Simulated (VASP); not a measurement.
# BN (Imm2) in VASP: further runs

The runs below take BN through single point, with PBE.

Everything below comes from runs of VASP 6.6.1. Logs are shortened: lines on timing, memory, paths and dates and some standing lists are left out, and cuts for length are marked.

## 1. The cell of the first run

It takes space group Imm2 (No. 44, orthorhombic). Conventional cell: a = 2.563 Å, b = 2.563 Å, c = 3.625 Å, α = 90.00°, β = 90.00°, γ = 90.00°. B (site symmetry mm2) has 4 N at 1.42 to 1.76 Å within 1.9 Å. Within 1.9 Å of N (site symmetry mm2) lie 4 B at 1.42 to 1.76 Å.

## 2. Single point, PBE (all B atoms moved -0.300 Å, as atom 1 along Cartesian [0 0 1])

Input file INCAR:

```
ALGO = Normal ; EDIFF = 1E-6
ENCUT = 520 ; GGA = PE
ISIF = 2 ; ISMEAR = 0
LASPH = True ; LCHARG = True
LELF = True ; LREAL = False
LVHAR = True ; LWAVE = False
NBANDS = 11 ; NELM = 60
PREC = Accurate ; SIGMA = 0.05
```

Input file KPOINTS:

```
k-points
0
Gamma
  12 12 12
```

Input file POSCAR:

```
BN
1.0
    0.0000000000      1.8123485119      1.8123485119
    1.8123485119      0.0000000000      1.8123485119
    1.8123485119      1.8123485119      0.0000000000
B N
1 1
Direct
   -0.0827655382     -0.0827655382      0.0827655382
    0.7500000000      0.7500000000      0.7500000000
```

Potentials or basis: VASP PAW PBE potentials, release 64 (B, N).

The run is started by

```sh
$ cat potpaw_PBE.64/B/POTCAR potpaw_PBE.64/N/POTCAR > POTCAR
$ mpirun -np 1 vasp_std > vasp.out
```

OUTCAR:

```text
EDIFF = 1E-6
   ENCUT = 520
   GGA = PE
   ISIF = 2
   ISMEAR = 0
   LASPH = True
   LREAL = False
   NELM = 60
   PREC = Accurate

 ion  position               nearest neighbor table
   1  0.917  0.917  0.083-   2 1.42   2 1.42   2 1.76   2 1.76
   2  0.750  0.750  0.750-   1 1.42   1 1.42   1 1.76   1 1.76

  LATTYP: Found a face centered cubic cell.
 ALAT       =     3.6246970238

  Lattice vectors:

 A1 = (   0.0000000000,   1.8123485119,   1.8123485119)
 A2 = (   1.8123485119,   0.0000000000,   1.8123485119)
 A3 = (   1.8123485119,   1.8123485119,   0.0000000000)

Analysis of symmetry for initial positions (statically):
=====================================================================
 Subroutine PRICEL returns:
 Original cell was already a primitive cell.

 Routine SETGRP: Setting up the symmetry group for a
 face centered cubic supercell.

 Subroutine GETGRP returns: Found  4 space group operations
 (whereof  4 operations were pure point group operations)
 out of a pool of 48 trial point group operations.

The static configuration has the point symmetry C_2v.

Analysis of symmetry for dynamics (positions and initial velocities):
=====================================================================
 Subroutine PRICEL returns:
 Original cell was already a primitive cell.

 Routine SETGRP: Setting up the symmetry group for a
 face centered cubic supercell.

 Subroutine GETGRP returns: Found  4 space group operations
 (whereof  4 operations were pure point group operations)
 out of a pool of 48 trial point group operations.

The dynamic configuration has the point symmetry C_2v.

 Subroutine INISYM returns: Found  4 space group operations
 (whereof  4 operations are pure point group operations),
 and found     1 'primitive' translations

----------------------------------------------------------------------------------------

                                     Primitive cell

  volume of cell :      11.9057

  direct lattice vectors                    reciprocal lattice vectors
     0.000000000  1.812348512  1.812348512    -0.275885127  0.275885127  0.275885127
     1.812348512  0.000000000  1.812348512     0.275885127 -0.275885127  0.275885127
     1.812348512  1.812348512  0.000000000     0.275885127  0.275885127 -0.275885127

  length of vectors
     2.563047845  2.563047845  2.563047845     0.477847058  0.477847058  0.477847058

  position of ions in fractional coordinates (direct lattice)
     0.917234462  0.917234462  0.082765538
     0.750000000  0.750000000  0.750000000

  ion indices of the primitive-cell ions
   primitive index   ion index
                 1           1
                 2           2

----------------------------------------------------------------------------------------

 KPOINTS: k-points

Automatic generation of k-mesh.
 Grid dimensions read from file:
 generate k-points for:   12   12   12

 Generating k-lattice:

  Cartesian coordinates                     Fractional coordinates (reciprocal lattice)
    -0.022990427  0.022990427  0.022990427     0.083333333  0.000000000  0.000000000
     0.022990427 -0.022990427  0.022990427     0.000000000  0.083333333  0.000000000
     0.022990427  0.022990427 -0.022990427     0.000000000  0.000000000  0.083333333

  Length of vectors
     0.039820588  0.039820588  0.039820588

  Shift w.r.t. Gamma in fractional coordinates (k-lattice)
     0.000000000  0.000000000  0.000000000

 Subroutine IBZKPT returns following result:
 ===========================================

 Found    280 irreducible k-points:

 Following reciprocal coordinates:
            Coordinates               Weight
  0.000000  0.000000  0.000000      1.000000
  0.083333  0.000000  0.000000      4.000000
  0.000000  0.000000  0.083333      4.000000
  0.166667  0.000000  0.000000      4.000000
  0.000000  0.000000  0.166667      4.000000
  0.250000  0.000000  0.000000      4.000000
[... 16 lines left out ...]
  0.083333  0.083333 -0.166667      4.000000
  0.333333  0.083333  0.000000      4.000000
 [... further k-points ...]
   k-points           NKPTS =    280   k-points in BZ     NKDIM =    280   number of bands    NBANDS=     11
   number of dos      NEDOS =    301   number of ions     NIONS =      2
   total plane-waves  NPLWV =   8000
   dimension x,y,z NGX =    20 NGY =   20 NGZ =   20
   dimension x,y,z NGXF=    40 NGYF=   40 NGZF=   40
   ions per type =               1   1
   NGX,Y,Z   is equivalent  to a cutoff of  12.97, 12.97, 12.97 a.u.
   NGXF,Y,Z  is equivalent  to a cutoff of  25.95, 25.95, 25.95 a.u.
 SYSTEM =  unknown system
   PREC   = accura    normal or accurate (medium, high low for compatibility)
   ISTART =      0    job   : 0-new  1-cont  2-samecut
   ICHARG =      2    charge: 1-file 2-atom 10-const
   ISPIN  =      1    spin polarized calculation?
   LNONCOLLINEAR =      F non collinear calculations
   LSORBIT =      F    spin-orbit coupling
   LASPH  =      T    aspherical Exc in radial PAW
   ENCUT  =  520.0 eV  38.22 Ry    6.18 a.u.   4.77  4.77  4.77*2*pi/ulx,y,z
   NELM   =     60;   NELMIN=  2; NELMDL= -5     # of ELM steps
   EDIFF  = 0.1E-05   stopping-criterion for ELM
   LREAL  =      F    real-space projection
   EDIFFG = 0.1E-04   stopping-criterion for IOM
   NSW    =      0    number of steps for IOM
   IBRION =     -1    ionic relax: 0-MD 1-quasi-New 2-CG
   NFREE  =      0    steps in history (QN), initial steepest desc. (CG)
   ISIF   =      2    stress and relaxation
   ISYM   =      2    0-nonsym 1-usesym 2-fastsym
   POTIM  = 0.5000    time-step for ionic-motion
   TEBEG  =    0.0;   TEEND  =   0.0 temperature during run
   PSTRESS=    0.0 pullay stress
   NELECT =       8.0000    total number of electrons
   NUPDOWN=      -1.0000    fix difference up-down
   EMIN   =  10.00;   EMAX   =-10.00  energy-range for DOS
   EFERMI =   0.00;   METHOD = LEGACY
   ISMEAR =     0;   SIGMA  =   0.05  broadening in eV -4-tet -1-fermi 0-gaus
   EFERMI_NEDOS =   21; number of points for ismear=-14 and -15
   IALGO  =     38    algorithm
   IMIX   =      4    mixing-type and parameters
     AMIX     =   0.40;   BMIX     =  1.00
     AMIX_MAG =   1.60;   BMIX_MAG =  1.00
  volume/ion in A,a.u.               =       5.95        40.17
  Fermi-wavevector in a.u.,A,eV,Ry     =   1.433903  2.709684 27.974638  2.056078
  Thomas-Fermi vector in A             =   2.553370
   LORBIT       =      0    0 simple, 1 ext, 2 COOP (PROOUT), +10 PAW based schemes
   GGA     = PE    functional components
   LHFCALC =     F    Hartree Fock is set to
   AEXX    =    0.0000 exact exchange contribution
   IVDW    =     0    specifies the selected vdW correction
   LEPSILON=     F    determine dielectric tensor
   LRPA    =     F    only Hartree local field effects (RPA)
 non-spin polarized calculation
 Gauss-broadening in eV      SIGMA  =   0.05
  energy-cutoff  :      520.00
  volume of cell :       11.91
 maximum number of plane-waves:       332
   NGX =  9   NGY =  9   NGZ =  9

 number of electron       7.9999999 magnetization

 Free energy of the ion-electron system (eV)
  ---------------------------------------------------
  ext. energy  EPLUGINS =         0.00000000
  ---------------------------------------------------
  free energy    TOTEN  =       -16.48505955 eV

  energy without entropy =      -16.48505955  energy(sigma->0) =      -16.48505955

 E-fermi :   8.9293     XC(G=0): -12.7795

 val. band max:        8.6495862835   @ k =   0.0833   0.0833   0.1667
 cond. band min:      10.7603972987   @ k =   0.0000   0.5000   0.5000
 fundamental gap:      2.1108110152
 Fermi energy:         8.9293308992

 k-point     1 :       0.0000    0.0000    0.0000
  band No.  band energies     occupation
      1     -12.8959      2.00000
      2       4.0995      2.00000
      3       7.9647      2.00000
      4       8.6028      2.00000
      5      15.0183      0.00000
      6      15.7985      0.00000
      7      17.6817      0.00000
      8      19.4358      0.00000
      9      31.1341      0.00000
     10      32.5825      0.00000
     11      34.8240      0.00000

 k-point     2 :       0.0833    0.0000    0.0000
  band No.  band energies     occupation
      1     -12.7269      2.00000
      2       3.9990      2.00000
      3       7.0939      2.00000
      4       8.3386      2.00000
      5      14.9719      0.00000
      6      16.3856      0.00000
      7      17.9728      0.00000
      8      19.6818      0.00000
      9      30.8162      0.00000
     10      32.6585      0.00000
     11      33.2222      0.00000

 k-point     3 :       0.0000    0.0000    0.0833
  band No.  band energies     occupation
      1     -12.7346      2.00000
      2       3.6585      2.00000
      3       7.5671      2.00000
      4       8.4548      2.00000
      5      15.1051      0.00000
      6      15.9208      0.00000
      7      17.7261      0.00000
      8      20.2822      0.00000
      9      30.8275      0.00000
     10      31.3087      0.00000
     11      33.1853      0.00000

 k-point     4 :       0.1667    0.0000    0.0000
  band No.  band energies     occupation
      1     -12.2270      2.00000
      2       3.7387      2.00000
      3       4.8828      2.00000
      4       8.0296      2.00000
      5      14.8439      0.00000
      6      17.2416      0.00000
      7      18.7992      0.00000
      8      20.2850      0.00000
      9      30.3195      0.00000
     10      31.5756      0.00000
     11      32.2174      0.00000
[... 239 lines left out ...]
 k-point    22 :       0.0833    0.0000    0.2500
  band No.  band energies     occupation
      1     -11.6451      2.00000
      2       1.2038      2.00000
      3       5.6794      2.00000
      4       7.7380      2.00000
      5      15.1724      0.00000
      6      16.0750      0.00000
      7      19.5904      0.00000
      8      23.0923      0.00000
      9      27.6146      0.00000
     10      31.2312      0.00000
     11      32.0576      0.00000

 k-point    23 :       0.0833    0.0833   -0.1667
  band No.  band energies     occupation
      1     -11.6098      2.00000
      2       1.3811      2.00000
      3       5.7461      2.00000
      4       6.8936      2.00000
      5      15.3074      0.00000
      6      17.3963      0.00000
      7      19.3262      0.00000
      8      22.0182      0.00000
      9      27.0444      0.00000
     10      32.3675      0.00000
     11      32.6810      0.00000

 k-point    24 :       0.3333    0.0833    0.0000
  band No.  band energies     occupation
      1     -10.6078      2.00000
      2       0.6880      2.00000
      3       2.8211      2.00000
      4       7.1917      2.00000
      5      14.7096      0.00000
      6      17.6914      0.00000
      7      20.6585      0.00000
      8      21.6970      0.00000
      9      28.2413      0.00000
     10      32.0907      0.00000
     11      33.2475      0.00000

 [... further k-points ...]
[... 5 lines left out ...]
  --------------------------------------------------------------------------------------
  -------------------------------------------------------------------------------------
  Total        2.0622424      2.0622424      1.2579574      0.5066804      0.0000000      0.0000000
  in kB      277.5205502    277.5205502    169.2861328     68.1851079      0.0000000      0.0000000
  external PRESSURE =     241.4424111 kB  Pullay stress =       0.0000000 kB

 VOLUME and BASIS-vectors are now :
 -----------------------------------------------------------------------------
  energy-cutoff  :      520.00
  volume of cell :       11.91
      direct lattice vectors                 reciprocal lattice vectors
     0.000000000  1.812348512  1.812348512    -0.275885127  0.275885127  0.275885127
     1.812348512  0.000000000  1.812348512     0.275885127 -0.275885127  0.275885127
     1.812348512  1.812348512  0.000000000     0.275885127  0.275885127 -0.275885127

 POSITION                                       TOTAL-FORCE (eV/Angst)
 -----------------------------------------------------------------------------------
      1.81235      1.81235      3.32470        -0.000000     -0.000000      5.766007
      2.71852      2.71852      2.71852         0.000000      0.000000     -5.766007
 -----------------------------------------------------------------------------------
    total drift:                                0.000000      0.000000     -0.000306

  FREE ENERGIE OF THE ION-ELECTRON SYSTEM (eV)
  ---------------------------------------------------
  free  energy   TOTEN  =       -16.4850595525 eV

  energy  without entropy=      -16.4850595525  energy(sigma->0) =      -16.48505955
```

Run time: 21 s. Hardware: 1 thread of AMD EPYC 9R45 (Zen 5), shared host; peak memory 0.11 GiB.

Results:

```yaml
Free_energy: -16.4851 eV
Pressure: 24.1 GPa
Largest_force: 5.766 eV/Å
Band_gap_on_the_k_mesh: 2.11 eV, indirect (least direct gap 6.42 eV)
```

Forces on the atoms (eV/Å):
```
B    0.000  0.000  5.766
N    0.000  0.000 -5.766
```

Caveat: the cell differs from its parent crystal (all B atoms moved -0.300 Å, as atom 1 along Cartesian [0 0 1]); forces of over 1 eV/Å act on the atoms, so gaps and moduli don't describe the material at rest.

## 3. Single point, PBE (all B atoms moved +0.225 Å, as atom 1 along Cartesian [0 0 1])

Input file INCAR:

```
ALGO = Normal
EDIFF = 1E-6
ENCUT = 520
GGA = PE
ISIF = 2
ISMEAR = 0
LASPH = T
LCHARG = T
LELF = T
LREAL = F
LVHAR = T
LWAVE = F
NBANDS = 11
NELM = 100
PREC = Accurate
SIGMA = 0.05
```

KPOINTS is that of step 2.

POSCAR, as its differences from that of step 2:

```diff
@@ -8,3 +8,3 @@
 Direct
-   -0.0827655382     -0.0827655382      0.0827655382
+    0.0620741537      0.0620741537     -0.0620741537
     0.7500000000      0.7500000000      0.7500000000
```

Potentials or basis: VASP PAW PBE potentials, release 64 (B, N).

The run is started by

```sh
$ cat potpaw_PBE.64/B/POTCAR potpaw_PBE.64/N/POTCAR > POTCAR
$ mpirun -np 1 vasp_std > vasp.out
```

Run time: 20 s. Hardware: 1 thread of AMD EPYC 9R45 (Zen 5), shared host; peak memory 0.11 GiB.

Results (log left out):

```yaml
Free_energy: -16.8825 eV
Pressure: 14.1 GPa
Largest_force: 4.763 eV/Å
Band_gap_on_the_k_mesh: 2.59 eV, indirect (least direct gap 6.81 eV)
```

Forces in eV/Å, atoms in the order of the input:
```
B    0.000  0.000 -4.763
N    0.000  0.000  4.763
```

Stress tensor (GPa, compression positive):
```
16.23 -5.03  0.00
-5.03 16.23  0.00
 0.00  0.00  9.89
```

Levels at points of the mesh, in eV from the valence-band top:
```
           k point  band 2  band 3  band 4  band 5  band 6  band 7
(0.00, 0.00, 0.00)   -3.62   -0.86    0.00    6.81    6.92    9.09
(0.50, 0.00, 0.00)  -12.22   -3.92   -1.82    7.51    7.87   13.07
(0.00, 0.00, 0.50)  -11.56   -5.05   -1.80    6.21    9.22   11.74
(0.50, 0.50, 0.00)  -10.13   -7.35   -5.42    3.25    8.04   15.12
(0.00, 0.50, 0.50)  -10.36   -5.82   -5.77    2.59    6.71   17.53
```

Caveat: the cell differs from its parent crystal (all B atoms moved +0.225 Å, as atom 1 along Cartesian [0 0 1]); forces of over 1 eV/Å act on the atoms, so gaps and moduli don't describe the material at rest.
